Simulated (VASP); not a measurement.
# Rh (Fm-3m) in VASP: notebook

Runs on Rh. Level: PBEsol. Tasks: relaxation of cell and atoms.

All numbers are computed with VASP 6.6.1; they aren't measurements. Logs are shortened: lines on timing, memory, paths and dates and some standing lists are left out, and cuts for length are marked.

## Step 1: The cell of the first run

Symmetry: Fm-3m, No. 225, cubic system. Conventional cell: a = 3.193 Å, b = 3.193 Å, c = 3.193 Å, α = 90.00°, β = 90.00°, γ = 90.00°. Rh (site symmetry m-3m) has 12 Rh at 2.26 Å within 3.0 Å.

## Step 2: Relaxation of cell and atoms, PBEsol, target pressure 510 GPa, at which the enthalpy is minimised

Contents of INCAR:

```
  PREC = Accurate
  ENCUT = 600
  EDIFF = 1E-7
  ISMEAR = -1
  SIGMA = 0.1
  LREAL = F
  LASPH = T
  NELM = 80
  ALGO = Normal
  ISIF = 3
  LWAVE = F
  LCHARG = F
  GGA = PS
  IBRION = 2
  NSW = 60
  EDIFFG = -0.005
  PSTRESS = 5100.0
```

Contents of KPOINTS:

```
Automatic mesh
0
Gamma
  21 21 21
```

Contents of POSCAR:

```
Rh
1.0
    0.0000000000      1.5965180669      1.5965180669
    1.5965180669      0.0000000000      1.5965180669
    1.5965180669      1.5965180669      0.0000000000
Rh
1
Direct
    0.0000000000      0.0000000000      0.0000000000
```

Potentials or basis: VASP PAW PBE potentials, release 64 (Rh_pv).

On the command line:

```sh
$ cat potpaw_PBE.64/Rh_pv/POTCAR > POTCAR
$ mpirun -np 1 vasp_std > vasp.out
```

OUTCAR:

```text
PREC = Accurate
   ENCUT = 600
   EDIFF = 1E-7
   ISMEAR = -1
   LREAL = F
   LASPH = T
   NELM = 80
   ISIF = 3
   GGA = PS
   IBRION = 2
   NSW = 60
   EDIFFG = -0.005
   PSTRESS = 5100.0

 ion  position               nearest neighbor table
   1  0.000  0.000  0.000-

  LATTYP: Found a face centered cubic cell.
 ALAT       =     3.1930361338

  Lattice vectors:

 A1 = (   0.0000000000,   1.5965180669,   1.5965180669)
 A2 = (   1.5965180669,   0.0000000000,   1.5965180669)
 A3 = (   1.5965180669,   1.5965180669,   0.0000000000)

Analysis of symmetry for initial positions (statically):
=====================================================================
 Subroutine PRICEL returns:
 Original cell was already a primitive cell.

 Routine SETGRP: Setting up the symmetry group for a
 face centered cubic supercell.

 Subroutine GETGRP returns: Found 48 space group operations
 (whereof 48 operations were pure point group operations)
 out of a pool of 48 trial point group operations.

The static configuration has the point symmetry O_h .

Analysis of symmetry for dynamics (positions and initial velocities):
=====================================================================
 Subroutine PRICEL returns:
 Original cell was already a primitive cell.

 Routine SETGRP: Setting up the symmetry group for a
 face centered cubic supercell.

 Subroutine GETGRP returns: Found 48 space group operations
 (whereof 48 operations were pure point group operations)
 out of a pool of 48 trial point group operations.

The dynamic configuration has the point symmetry O_h .

 Subroutine INISYM returns: Found 48 space group operations
 (whereof 48 operations are pure point group operations),
 and found     1 'primitive' translations

----------------------------------------------------------------------------------------

                                     Primitive cell

  volume of cell :       8.1386

  direct lattice vectors                    reciprocal lattice vectors
     0.000000000  1.596518067  1.596518067    -0.313181548  0.313181548  0.313181548
[... 87 lines left out ...]
   NSW    =     60    number of steps for IOM
   IBRION =      2    ionic relax: 0-MD 1-quasi-New 2-CG
   NFREE  =      1    steps in history (QN), initial steepest desc. (CG)
   ISIF   =      3    stress and relaxation
   ISYM   =      2    0-nonsym 1-usesym 2-fastsym
   POTIM  = 0.5000    time-step for ionic-motion
   TEBEG  =    0.0;   TEEND  =   0.0 temperature during run
   PSTRESS= 5100.0 pullay stress
   NELECT =      15.0000    total number of electrons
   NUPDOWN=      -1.0000    fix difference up-down
   EMIN   =  10.00;   EMAX   =-10.00  energy-range for DOS
   EFERMI =   0.00;   METHOD = LEGACY
   ISMEAR =    -1;   SIGMA  =   0.10  broadening in eV -4-tet -1-fermi 0-gaus
   EFERMI_NEDOS =   21; number of points for ismear=-14 and -15
   IALGO  =     38    algorithm
   IMIX   =      4    mixing-type and parameters
     AMIX     =   0.40;   BMIX     =  1.00
     AMIX_MAG =   1.60;   BMIX_MAG =  1.00
  volume/ion in A,a.u.               =       8.14        54.92
  Fermi-wavevector in a.u.,A,eV,Ry     =   2.007188  3.793036 54.815209  4.028804
  Thomas-Fermi vector in A             =   3.020981
   LORBIT       =      0    0 simple, 1 ext, 2 COOP (PROOUT), +10 PAW based schemes
   GGA     = PS    functional components
   LHFCALC =     F    Hartree Fock is set to
   AEXX    =    0.0000 exact exchange contribution
   IVDW    =     0    specifies the selected vdW correction
   LEPSILON=     F    determine dielectric tensor
   LRPA    =     F    only Hartree local field effects (RPA)
 conjugate gradient relaxation of ions
 non-spin polarized calculation
  energy-cutoff  :      600.00
  volume of cell :        8.14
 maximum number of plane-waves:       290
 NGX is ok and might be reduce to    18
   NGX =  9   NGY =  9   NGZ =  9

--------------------------------------- Ionic step        1  -------------------------------------------

 number of electron      14.9999998 magnetization

 Free energy of the ion-electron system (eV)
  ---------------------------------------------------
  ext. energy  EPLUGINS =         0.00000000
  ---------------------------------------------------
  free energy    TOTEN  =        -2.80643174 eV

  energy without entropy =       -2.78892991  energy(sigma->0) =       -2.79768082

------------------------ aborting loop because EDIFF is reached ----------------------------------------

  FORCE on cell =-STRESS in cart. coord.  units (eV):
  Direction    XX          YY          ZZ          XY          YZ          ZX
  --------------------------------------------------------------------------------------
  -------------------------------------------------------------------------------------
  Total       26.3307305     26.3307305     26.3307305      0.0000000      0.0000000      0.0000000
  in kB     5183.4866240   5183.4866240   5183.4866240      0.0000000      0.0000000      0.0000000
  external PRESSURE =      83.4866240 kB  Pullay stress =    5100.0000000 kB
[... 98 lines left out ...]
--------------------------------------- Ionic step        4  -------------------------------------------

 number of electron      14.9999998 magnetization

 Free energy of the ion-electron system (eV)
  ---------------------------------------------------
  ext. energy  EPLUGINS =         0.00000000
  ---------------------------------------------------
  free energy    TOTEN  =        -2.90473624 eV

  energy without entropy =       -2.88712608  energy(sigma->0) =       -2.89593116

 E-fermi :  24.2681     XC(G=0): -17.8303

 val. band max:       24.2671605922   @ k =   0.3333   0.3333   0.0000
 cond. band min:      24.2706700031   @ k =   0.3333   0.1905   0.0000
 fundamental gap:      0.0035094108
 Fermi energy:        24.2681049009

 k-point     1 :       0.0000    0.0000    0.0000
  band No.  band energies     occupation
      1     -23.0338      2.00000
      2     -23.0338      2.00000
      3     -23.0338      2.00000
      4      12.3673      2.00000
      5      17.4209      2.00000
      6      17.4209      2.00000
      7      17.4209      2.00000
      8      22.0963      2.00000
      9      22.0963      2.00000
     10      37.9364      0.00000
     11      43.2048      0.00000
[... 309 lines left out ...]
 k-point    24 :      -0.3810    0.0476    0.0000
  band No.  band energies     occupation
      1     -26.5287      2.00000
      2     -23.5722      2.00000
      3     -23.4571      2.00000
      4      12.6782      2.00000
      5      17.2806      2.00000
      6      17.4498      2.00000
      7      22.6331      2.00000
      8      24.3185      0.75317
      9      26.0846      0.00000
     10      37.8560      0.00000
     11      43.0478      0.00000

 [... further k-points ...]
[... 5 lines left out ...]
  --------------------------------------------------------------------------------------
  -------------------------------------------------------------------------------------
  Total       26.0039243     26.0039243     26.0039243      0.0000000     -0.0000000      0.0000000
  in kB     5099.9549792   5099.9549792   5099.9549792      0.0000000     -0.0000000      0.0000000
  external PRESSURE =      -0.0450208 kB  Pullay stress =    5100.0000000 kB
[... 20 lines left out ...]
  energy  without entropy=       -2.8871260827  energy(sigma->0) =       -2.89593116

  enthalpy is  TOTEN    =        23.0994176018 eV   P V=       26.0041538393

 reached required accuracy - stopping structural energy minimisation
```

CONTCAR:

```text
Rh
   1.00000000000000
     0.0000000000000000    1.5985186678564520    1.5985186678564520
     1.5985186678564520    0.0000000000000000    1.5985186678564520
     1.5985186678564520    1.5985186678564520    0.0000000000000000
  Rh
     1
Direct
     0.0000000000000000    0.0000000000000000    0.0000000000000000

  0.00000000E+00  0.00000000E+00  0.00000000E+00
```

It took 58 s on 1 thread of Intel Xeon 6975P-C, shared host; peak memory 0.16 GiB.

Results:

```yaml
Free_energy: -2.9047 eV
Relaxed_volume: 8.17 Å³/atom
Relaxed_cell: a = 2.261 Å, b = 2.261 Å, c = 2.261 Å, α = 60.00°, β = 60.00°, γ = 60.00°
Space_group_after_relaxing_to_0.05_Å: Fm-3m (No. 225)
Energy_change_on_relaxing_the_enthalpy_is_what_falls: -98.3 meV/atom
Ionic_steps: 4
Pressure_after_relaxing: 510.0 GPa
```

The path:
| step | energy change (eV) | largest force (eV/Å) | pressure (GPa) | volume (Å³) |
| --- | --- | --- | --- | --- |
| 1 | 0.0000 | 0.0000 | 518.35 | 8.14 |
| 2 | -1.4452 | 0.0000 | 395.45 | 8.65 |
| 3 | -0.1017 | 0.0000 | 509.71 | 8.17 |
| 4 | -0.0983 | 0.0000 | 510.00 | 8.17 |

Final structure:
```
CELL_PARAMETERS angstrom
0.00000 1.59852 1.59852
1.59852 0.00000 1.59852
1.59852 1.59852 0.00000
ATOMIC_POSITIONS crystal
Rh 0.00000 0.00000 0.00000
```

Caveat: the cell is relaxed towards a set pressure, so the enthalpy falls and the energy may rise; the PAW data sets were made with another functional, which shifts forces and pressure a little.

## Step 3: Relaxation of cell and atoms, PBEsol, target pressure 510 GPa, at which the enthalpy is minimised

Contents of INCAR:

```
ALGO     = Normal         # electronic algorithm
EDIFF    = 1E-7           # SCF threshold, eV
EDIFFG   = -0.005         # ionic threshold
ENCUT    = 600            # plane-wave cutoff, eV
GGA      = PS             # functional
IBRION   = 2              # ionic algorithm
ISIF     = 3              # what is computed and relaxed
ISMEAR   = -1             # smearing method
LASPH    = True           # aspherical terms in the spheres
LCHARG   = False          # write CHGCAR
LREAL    = False          # projectors in reciprocal space
LWAVE    = False          # write WAVECAR
NELM     = 80             # most SCF steps
NSW      = 32             # ionic steps
PREC     = Accurate       # precision mode
PSTRESS  = 5100.0       
SIGMA    = 0.1            # smearing width, eV
```

Contents of KPOINTS:

```
k-points
0
Gamma
  21 21 21
```

Contents of POSCAR:

```
Rh
1.0
    0.0000000000      1.5970975423      1.5970975423
    1.5970975423      0.0000000000      1.5970975423
    1.5970975423      1.5970975423      0.0000000000
Rh
1
Direct
    0.0000000000      0.0000000000      0.0000000000
```

Potentials or basis: VASP PAW PBE potentials, release 64 (Rh_pv).

On the command line:

```sh
$ cat potpaw_PBE.64/Rh_pv/POTCAR > POTCAR
$ mpirun -np 1 vasp_std > vasp.out
```

It took 54 s on 1 thread of Intel Xeon 6975P-C, shared host; peak memory 0.16 GiB.

Results (log left out):

```yaml
Free_energy: -2.9050 eV
Relaxed_volume: 8.17 Å³/atom
Relaxed_cell: a = 2.261 Å, b = 2.261 Å, c = 2.261 Å, α = 60.00°, β = 60.00°, γ = 60.00°
Space_group_after_relaxing_to_0.05_Å: Fm-3m (No. 225)
Energy_change_on_relaxing_the_enthalpy_is_what_falls: -69.9 meV/atom
Ionic_steps: 4
Pressure_after_relaxing: 510.0 GPa
```

Step by step:
| step | energy change (eV) | largest force (eV/Å) | pressure (GPa) | volume (Å³) |
| --- | --- | --- | --- | --- |
| 1 | 0.0000 | 0.0000 | 515.92 | 8.15 |
| 2 | -1.0558 | 0.0000 | 426.20 | 8.51 |
| 3 | -0.0714 | 0.0000 | 509.87 | 8.17 |
| 4 | -0.0699 | 0.0000 | 509.99 | 8.17 |

Final structure:
```
CELL_PARAMETERS angstrom
0.00000 1.59852 1.59852
1.59852 0.00000 1.59852
1.59852 1.59852 0.00000
ATOMIC_POSITIONS crystal
Rh 0.00000 0.00000 0.00000
```

Levels at points of the mesh, in eV from the Fermi level:
```
           k point  band 4  band 5  band 6  band 7  band 8  band 9  band 10  band 11
(0.00, 0.00, 0.00)  -11.90   -6.85   -6.85   -6.85   -2.17   -2.17    13.67    18.94
```

Caveat: the cell is relaxed towards a set pressure, so the enthalpy falls and the energy may rise; the PAW data sets were made with another functional, which shifts forces and pressure a little.

## Step 4: Relaxation of cell and atoms, PBEsol

This run uses another cell than the first one, of 13.51 Å³/atom, 1.659 times its volume.

Contents of INCAR:

```
PREC     = Accurate       # precision mode
ENCUT    = 600            # plane-wave cutoff, eV
EDIFF    = 1E-6           # SCF threshold, eV
ISMEAR   = -1             # smearing method
SIGMA    = 0.1            # smearing width, eV
LREAL    = False          # projectors in reciprocal space
LASPH    = True           # aspherical terms in the spheres
NELM     = 80             # most SCF steps
ALGO     = Normal         # electronic algorithm
ISIF     = 3              # what is computed and relaxed
LWAVE    = False          # write WAVECAR
LCHARG   = False          # write CHGCAR
GGA      = PS             # functional
IBRION   = 2              # ionic algorithm
NSW      = 60             # ionic steps
EDIFFG   = -0.005         # ionic threshold
```

Contents of KPOINTS:

```
Automatic mesh
0
Gamma
  18 18 18
```

Contents of POSCAR:

```
Rh
1.0
    0.0000000000      1.8901148648      1.8901148648
    1.8901148648      0.0000000000      1.8901148648
    1.8901148648      1.8901148648      0.0000000000
Rh
1
Direct
    0.0000000000      0.0000000000      0.0000000000
```

On the command line:

```sh
$ cat potpaw_PBE.64/Rh_pv/POTCAR > POTCAR
$ mpirun -np 1 vasp_std > vasp.out
```

It took 35 s on 1 thread of Intel Xeon 6975P-C, shared host; peak memory 0.17 GiB.

Results (log left out):

```yaml
Free_energy: -8.1594 eV
Relaxed_volume: 13.51 Å³/atom
Relaxed_cell: a = 2.673 Å, b = 2.673 Å, c = 2.673 Å, α = 60.00°, β = 60.00°, γ = 60.00°
Space_group_after_relaxing_to_0.05_Å: Fm-3m (No. 225)
Energy_gained_by_relaxing: 0.0 meV/atom
Ionic_steps: 3
Pressure_after_relaxing: 0.0 GPa
```

Final structure:
```
CELL_PARAMETERS angstrom
0.00000 1.89036 1.89036
1.89036 0.00000 1.89036
1.89036 1.89036 0.00000
ATOMIC_POSITIONS crystal
Rh 0.00000 0.00000 0.00000
```

Levels at points of the mesh, in eV from the Fermi level:
```tsv
k point	band 5	band 6	band 7	band 8	band 9	band 10
(0.00, 0.00, 0.00)	-3.17	-3.17	-3.17	-1.00	-1.00	15.93
(0.50, 0.00, 0.00)	-3.25	-3.25	0.60	0.60	0.64	8.78
(0.50, 0.50, 0.00)	-6.13	0.58	1.03	1.03	3.21	12.46
```

Caveat: the PAW data sets were made with another functional, which shifts forces and pressure a little.

## Step 5: Summary

| cell | k mesh | gap on the mesh (eV) | pressure (GPa) |
| --- | --- | --- | --- |
| relaxed to 510 GPa from a = 2.258 Å, angles 60.0°, 1 atom | 21 × 21 × 21 | none | 510.0 |
| relaxed to 510 GPa from a = 2.259 Å, angles 60.0°, 1 atom | 21 × 21 × 21 | none | 510.0 |
| relaxed from a = 2.673 Å, angles 60.0°, 1 atom | 18 × 18 × 18 | none | 0.0 |

Alike in all rows: task relaxation of cell and atoms; level PBEsol; potentials or basis VASP PAW PBE potentials, release 64 (Rh_pv); no spin polarisation; cutoff (eV) 600; smearing fermi-dirac 0.1 eV.

Caveats: the PAW data sets were made with another functional, which shifts forces and pressure a little; the cell is relaxed towards a set pressure, so the enthalpy falls and the energy may rise (some runs).

Total energies depend on the potentials used, so only differences within one code and one set of settings carry meaning.
